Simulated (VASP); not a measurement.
# HgTe (Imm2) in VASP: single point with HSE06

Aim: the single point of HgTe with HSE06.

All numbers are computed with VASP 6.6.1; they aren't measurements. Logs are shortened: lines on timing, memory, paths and dates and some standing lists are left out, and cuts for length are marked.

## Step 1: The cell of the first run

Symmetry: Imm2, No. 44, orthorhombic system. Conventional cell: a = 4.640 Å, b = 4.663 Å, c = 6.578 Å, α = 90.00°, β = 90.00°, γ = 90.00°. Hg (site symmetry mm2) has 4 Te at 2.85 Å within 3.8 Å. Within 3.8 Å of Te (site symmetry mm2) lie 4 Hg at 2.85 Å.

## Step 2: Single point, HSE06 (shear xy strain +0.5%)

The input, POSCAR:

```
HgTe
1.0
    0.0082228947      3.2891578888      3.2891578888
    3.2891578888      0.0082228947      3.2891578888
    3.2973807835      3.2973807835      0.0000000000
Hg Te
1 1
Direct
    0.0005278108      0.0005278108     -0.0005278108
    0.2494721892      0.2494721892      0.2505278108
```

The input, INCAR.step1:

```
ALGO = Normal ; EDIFF = 1E-5
ENCUT = 520 ; GGA = PE
ISIF = 2 ; ISMEAR = -1
LASPH = True ; LREAL = False
LWAVE = True ; NBANDS = 16
NELM = 80 ; PREC = Accurate
SIGMA = 0.02
```

The input, INCAR.step2:

```
ALGO = Normal ; EDIFF = 1E-7
ENCUT = 520 ; GGA = PE
HFSCREEN = 0.2079 ; ISIF = 2
ISMEAR = -1 ; ISTART = 1
LASPH = True ; LCHARG = True
LELF = True ; LHFCALC = True
LREAL = False ; LVHAR = True
LWAVE = False ; NBANDS = 16
NELM = 80 ; PREC = Accurate
PRECFOCK = Normal ; SIGMA = 0.02
```

The input, KPOINTS:

```
k-points
0
Gamma
  4 4 4
```

Potentials or basis: VASP PAW PBE potentials, release 64 (Hg, Te).

The run is started by

```
cat potpaw_PBE.64/Hg/POTCAR potpaw_PBE.64/Te/POTCAR > POTCAR
cp INCAR.step1 INCAR
mpirun -np 1 vasp_std > vasp.out
cp INCAR.step2 INCAR
mpirun -np 1 vasp_std > vasp.out
```

OUTCAR:

```text
EDIFF = 1E-7
   ENCUT = 520
   GGA = PE
   HFSCREEN = 0.2079
   ISIF = 2
   ISMEAR = -1
   ISTART = 1
   LASPH = True
   LHFCALC = True
   LREAL = False
   NELM = 80
   PREC = Accurate
   PRECFOCK = Normal

 ion  position               nearest neighbor table
   1  0.001  0.001  0.999-   2 2.85   2 2.85   2 2.85   2 2.85
   2  0.249  0.249  0.251-   1 2.85   1 2.85   1 2.85   1 2.85

  LATTYP: Found a body centered orthorhombic cell.
 ALAT       =     4.6399427659
 B/A-ratio  =     1.0050125313
 C/A-ratio  =     1.4177579573

  Lattice vectors:

 A1 = (   3.2891578888,   0.0082228947,  -3.2891578888)
 A2 = (  -3.2891578888,  -0.0082228947,  -3.2891578888)
 A3 = (   0.0082228947,   3.2891578888,   3.2891578888)

Analysis of symmetry for initial positions (statically):
=====================================================================
 Subroutine PRICEL returns:
 Original cell was already a primitive cell.

 Routine SETGRP: Setting up the symmetry group for a
 body centered orthorhombic supercell.

 Subroutine GETGRP returns: Found  4 space group operations
 (whereof  4 operations were pure point group operations)
 out of a pool of  8 trial point group operations.

The static configuration has the point symmetry C_2v.

Analysis of symmetry for dynamics (positions and initial velocities):
=====================================================================
 Subroutine PRICEL returns:
 Original cell was already a primitive cell.

 Routine SETGRP: Setting up the symmetry group for a
 body centered orthorhombic supercell.

 Subroutine GETGRP returns: Found  4 space group operations
 (whereof  4 operations were pure point group operations)
 out of a pool of  8 trial point group operations.

The dynamic configuration has the point symmetry C_2v.

 Subroutine INISYM returns: Found  4 space group operations
 (whereof  4 operations are pure point group operations),
 and found     1 'primitive' translations

----------------------------------------------------------------------------------------

                                     Primitive cell

  volume of cell :      71.1675

  direct lattice vectors                    reciprocal lattice vectors
     0.008222895  3.289157889  3.289157889    -0.152395583  0.152395583  0.152014594
     3.289157889  0.008222895  3.289157889     0.152395583 -0.152395583  0.152014594
     3.297380783  3.297380783  0.000000000     0.151635505  0.151635505 -0.152014594

  length of vectors
     4.651578963  4.651578963  4.663200624     0.263737111  0.263737111  0.262859448

  position of ions in fractional coordinates (direct lattice)
     0.000527811  0.000527811  0.999472189
     0.249472189  0.249472189  0.250527811

  ion indices of the primitive-cell ions
   primitive index   ion index
                 1           1
                 2           2

----------------------------------------------------------------------------------------

 KPOINTS: k-points

Automatic generation of k-mesh.
 Grid dimensions read from file:
 generate k-points for:    4    4    4

 Generating k-lattice:

  Cartesian coordinates                     Fractional coordinates (reciprocal lattice)
    -0.038098896  0.038098896  0.038003648     0.250000000  0.000000000  0.000000000
     0.038098896 -0.038098896  0.038003648     0.000000000  0.250000000  0.000000000
     0.037908876  0.037908876 -0.038003648     0.000000000  0.000000000  0.250000000

  Length of vectors
     0.065934278  0.065934278  0.065714862

  Shift w.r.t. Gamma in fractional coordinates (k-lattice)
     0.000000000  0.000000000  0.000000000

 Subroutine IBZKPT returns following result:
 ===========================================

 Found     18 irreducible k-points:

 Following reciprocal coordinates:
            Coordinates               Weight
  0.000000  0.000000  0.000000      1.000000
  0.250000  0.000000  0.000000      4.000000
  0.500000  0.000000  0.000000      2.000000
  0.250000  0.250000  0.000000      2.000000
  0.500000  0.250000  0.000000      4.000000
 -0.250000  0.250000  0.000000      2.000000
[... 10 lines left out ...]
  0.250000  0.250000  0.500000      2.000000
 -0.250000  0.250000  0.500000      2.000000
   k-points           NKPTS =     18   k-points in BZ     NKDIM =     64   number of bands    NBANDS=     16
   number of dos      NEDOS =    301   number of ions     NIONS =      2
   total plane-waves  NPLWV =  46656
   dimension x,y,z NGX =    36 NGY =   36 NGZ =   36
   dimension x,y,z NGXF=    72 NGYF=   72 NGZF=   72
   ions per type =               1   1
   NGX,Y,Z   is equivalent  to a cutoff of  12.87, 12.87, 12.83 a.u.
   NGXF,Y,Z  is equivalent  to a cutoff of  25.73, 25.73, 25.67 a.u.
 SYSTEM =  unknown system
   PREC   = accura    normal or accurate (medium, high low for compatibility)
   ISTART =      1    job   : 0-new  1-cont  2-samecut
   ICHARG =      0    charge: 1-file 2-atom 10-const
   ISPIN  =      1    spin polarized calculation?
   LNONCOLLINEAR =      F non collinear calculations
   LSORBIT =      F    spin-orbit coupling
   LASPH  =      T    aspherical Exc in radial PAW
   ENCUT  =  520.0 eV  38.22 Ry    6.18 a.u.   8.65  8.65  8.67*2*pi/ulx,y,z
   NELM   =     80;   NELMIN=  2; NELMDL=  0     # of ELM steps
   EDIFF  = 0.1E-06   stopping-criterion for ELM
   LREAL  =      F    real-space projection
   EDIFFG = 0.1E-05   stopping-criterion for IOM
   NSW    =      0    number of steps for IOM
   IBRION =     -1    ionic relax: 0-MD 1-quasi-New 2-CG
   NFREE  =      0    steps in history (QN), initial steepest desc. (CG)
   ISIF   =      2    stress and relaxation
   ISYM   =      3    0-nonsym 1-usesym 2-fastsym
   POTIM  = 0.5000    time-step for ionic-motion
   TEBEG  =    0.0;   TEEND  =   0.0 temperature during run
   PSTRESS=    0.0 pullay stress
   NELECT =      18.0000    total number of electrons
   NUPDOWN=      -1.0000    fix difference up-down
   EMIN   =  10.00;   EMAX   =-10.00  energy-range for DOS
   EFERMI =   0.00;   METHOD = LEGACY
   ISMEAR =    -1;   SIGMA  =   0.02  broadening in eV -4-tet -1-fermi 0-gaus
   EFERMI_NEDOS =   21; number of points for ismear=-14 and -15
   IALGO  =     38    algorithm
   IMIX   =      1    mixing-type and parameters
     AMIX     =   0.40;   BMIX     =  1.00
     AMIX_MAG =   1.60;   BMIX_MAG =  1.00
  volume/ion in A,a.u.               =      35.58       240.13
  Fermi-wavevector in a.u.,A,eV,Ry     =   1.035313  1.956459 14.583730  1.071874
  Thomas-Fermi vector in A             =   2.169651
   LORBIT       =      0    0 simple, 1 ext, 2 COOP (PROOUT), +10 PAW based schemes
   GGA     = PE    functional components
   LHFCALC =     T    Hartree Fock is set to
   PRECFOCK=normal    Normal, Fast or Accurate (Low or Medium for compatibility)
   ENCUT4O =  -1.0   cutoff for four orbital integrals eV
   NKREDX  =     1    reduce k-point grid by
   NKREDY  =     1    reduce k-point grid by
   NKREDZ  =     1    reduce k-point grid by
   AEXX    =    0.2500 exact exchange contribution
   HFSCREEN=    0.2079 screening length (either q_TF or 0.3 A-1)
   HFSCREENC=   0.2079 screening length for correlation (either q_TF or 0.3 A-1)
   ENCUTFOCK=  -1.0 apply spherical cutoff to Coloumb kernel
   IVDW    =     0    specifies the selected vdW correction
   LEPSILON=     F    determine dielectric tensor
   LRPA    =     F    only Hartree local field effects (RPA)
 non-spin polarized calculation
  energy-cutoff  :      520.00
  volume of cell :       71.17
 maximum number of plane-waves:      1932
 NGX is ok and might be reduce to    36
  NGX = 28; NGY = 28; NGZ = 28

 number of electron      18.0000001 magnetization

 Free energy of the ion-electron system (eV)
  ---------------------------------------------------
  ext. energy  EPLUGINS =         0.00000000
  ---------------------------------------------------
  free energy    TOTEN  =        -4.66844764 eV

  energy without entropy =       -4.66738611  energy(sigma->0) =       -4.66791687

 E-fermi :   2.1307     XC(G=0):  -7.0988

 val. band max:        2.1129859970   @ k =   0.0000   0.0000   0.0000
 cond. band min:       2.1359031322   @ k =   0.0000   0.0000   0.0000
 fundamental gap:      0.0229171351
 Fermi energy:         2.1306649330

 k-point     1 :       0.0000    0.0000    0.0000
  band No.  band energies     occupation
      1     -10.5232      2.00000
      2      -6.0591      2.00000
      3      -6.0583      2.00000
      4      -6.0579      2.00000
      5      -5.5874      2.00000
      6      -5.5871      2.00000
[... 8 lines left out ...]
     15      12.5142      0.00000
     16      12.5148      0.00000

 k-point     2 :       0.2500    0.0000    0.0000
  band No.  band energies     occupation
      1     -10.2550      2.00000
      2      -5.9960      2.00000
      3      -5.9958      2.00000
      4      -5.8616      2.00000
      5      -5.5882      2.00000
      6      -5.5879      2.00000
[... 8 lines left out ...]
     15      11.4558      0.00000
     16      11.4889      0.00000

 k-point     3 :       0.5000    0.0000    0.0000
  band No.  band energies     occupation
      1      -9.9665      2.00000
      2      -5.9468      2.00000
      3      -5.9461      2.00000
      4      -5.5707      2.00000
      5      -5.5697      2.00000
      6      -5.2564      2.00000
[... 8 lines left out ...]
     15      13.0745      0.00000
     16      13.1327      0.00000

 k-point     4 :       0.2500    0.2500    0.0000
  band No.  band energies     occupation
      1     -10.1655      2.00000
      2      -5.9268      2.00000
      3      -5.9217      2.00000
      4      -5.9211      2.00000
      5      -5.6011      2.00000
      6      -5.5607      2.00000
[... 8 lines left out ...]
     15      12.8604      0.00000
     16      13.0812      0.00000
[... 210 lines left out ...]
 k-point    16 :       0.5000    0.0000    0.5000
  band No.  band energies     occupation
      1      -9.7784      2.00000
      2      -5.8319      2.00000
      3      -5.7597      2.00000
      4      -5.7596      2.00000
      5      -5.5344      2.00000
      6      -5.1155      2.00000
[... 8 lines left out ...]
     15      13.3783      0.00000
     16      14.4301      0.00000

 k-point    17 :       0.2500    0.2500    0.5000
  band No.  band energies     occupation
      1      -9.9758      2.00000
      2      -5.9185      2.00000
      3      -5.9128      2.00000
      4      -5.6229      2.00000
      5      -5.6008      2.00000
      6      -5.4373      2.00000
[... 8 lines left out ...]
     15      12.3351      0.00000
     16      13.5901      0.00000

 k-point    18 :      -0.2500    0.2500    0.5000
  band No.  band energies     occupation
      1      -9.7802      2.00000
      2      -5.8423      2.00000
      3      -5.8246      2.00000
      4      -5.6346      2.00000
      5      -5.6038      2.00000
      6      -4.9804      2.00000
[... 8 lines left out ...]
     15      14.0052      0.00000
     16      14.1404      0.00000

------------------------ aborting loop because EDIFF is reached ----------------------------------------

  FORCE on cell =-STRESS in cart. coord.  units (eV):
  Direction    XX          YY          ZZ          XY          YZ          ZX
  --------------------------------------------------------------------------------------
  -------------------------------------------------------------------------------------
  Total        0.0397242      0.0397242      0.0467947     -0.0234035      0.0000000      0.0000000
  in kB        0.8943025      0.8943025      1.0534781     -0.5268774      0.0000000      0.0000000
  external PRESSURE =       0.9473610 kB  Pullay stress =       0.0000000 kB

 VOLUME and BASIS-vectors are now :
 -----------------------------------------------------------------------------
  energy-cutoff  :      520.00
  volume of cell :       71.17
      direct lattice vectors                 reciprocal lattice vectors
     0.008222895  3.289157889  3.289157889    -0.152395583  0.152395583  0.152014594
     3.289157889  0.008222895  3.289157889     0.152395583 -0.152395583  0.152014594
     3.297380783  3.297380783  0.000000000     0.151635505  0.151635505 -0.152014594

 POSITION                                       TOTAL-FORCE (eV/Angst)
 -----------------------------------------------------------------------------------
      3.29738      3.29738      0.00347         0.000000      0.000000      0.004021
      1.64869      1.64869      1.64111        -0.000000     -0.000000     -0.004021
 -----------------------------------------------------------------------------------
    total drift:                               -0.000000     -0.000000     -0.000303

  FREE ENERGIE OF THE ION-ELECTRON SYSTEM (eV)
  ---------------------------------------------------
  free  energy   TOTEN  =        -4.6684476372 eV

  energy  without entropy=       -4.6673861084  energy(sigma->0) =       -4.66791687
```

Run time: 41 min. Hardware: 1 thread of Intel Xeon Platinum 8375C at 2.90GHz (Ice Lake), shared host; peak memory 0.34 GiB.

What came out:

```
Free energy            : -4.6684 eV
Pressure               : 0.1 GPa
Largest force          : 0.004 eV/Å
Band gap on the k mesh : 0.02 eV
```

Forces in eV/Å, atoms in the order of the input:
```
Hg   0.000  0.000  0.004
Te   0.000  0.000 -0.004
```

Levels at points of the mesh, in eV from the valence-band top:
```csv
k point,band 7,band 8,band 9,band 10,band 11,band 12
"(0.00, 0.00, 0.00)",-0.26,-0.02,0.00,0.02,5.06,5.08
"(0.50, 0.00, 0.00)",-5.52,-0.98,-0.97,1.33,5.86,5.86
"(0.50, 0.50, 0.00)",-5.55,-2.25,-2.21,2.60,3.21,9.04
"(0.00, 0.00, 0.50)",-5.53,-0.97,-0.95,1.37,5.88,5.88
"(0.50, 0.00, 0.50)",-5.55,-2.23,-2.23,2.60,3.21,9.04
```

Caveat: the cell differs from its parent crystal (shear xy strain +0.5%); the PAW data sets were made with another functional, which shifts forces and pressure a little; spin-orbit coupling is left out, which moves the levels of the heavy elements.
